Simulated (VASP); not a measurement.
Runs of VASP 6.6.1 on CaO. The structure is that of space group P6_3/mmc (No. 194), or close to it. The cells are those of the table. 

```tsv
level	cell	gap on the mesh (eV)	pressure (GPa)
PBE	a = 4.082, b = 4.082, c = 4.903 Å, angles 90.0, 90.0, 120.0°, 4 atoms	(b)	-4.1
PBE	a = 3.922, b = 3.922, c = 4.710 Å, angles 90.0, 90.0, 120.0°, 4 atoms	(c)	6.7
r2SCAN	a = 3.900, b = 3.900, c = 4.673 Å, angles 90.0, 90.0, 120.0°, 4 atoms	3.83	(a)
r2SCAN	a = 4.059, b = 4.059, c = 4.864 Å, angles 90.0, 90.0, 120.0°, 4 atoms	3.41	-4.1
r2SCAN	a = 3.941, b = 3.941, c = 4.722 Å, angles 90.0, 90.0, 120.0°, 4 atoms	3.72	4.1
PBE	a = 4.044, b = 4.044, c = 4.856 Å, angles 90.0, 90.0, 120.0°, 4 atoms	3.02	-2.0
PBE	a = 3.963, b = 3.963, c = 4.760 Å, angles 90.0, 90.0, 120.0°, 4 atoms	3.24	3.3
r2SCAN	a = 4.020, b = 4.020, c = 4.817 Å, angles 90.0, 90.0, 120.0°, 4 atoms	3.51	-1.8
```

Alike in all rows: task single point; potentials or basis VASP PAW PBE potentials, release 64 (Ca_sv, O); no spin polarisation; k mesh 6 × 6 × 4; cutoff (eV) 520; smearing gaussian 0.01 eV.

Question: Fill in the values left out.

Answer: (a) 7.9; (b) 2.92; (c) 3.35.

Caveats: the cell stands under pressure (at least some runs); the PAW data sets were made with another functional, which shifts forces and pressure a little (at least some runs); the cell stands under tension (at least some runs).

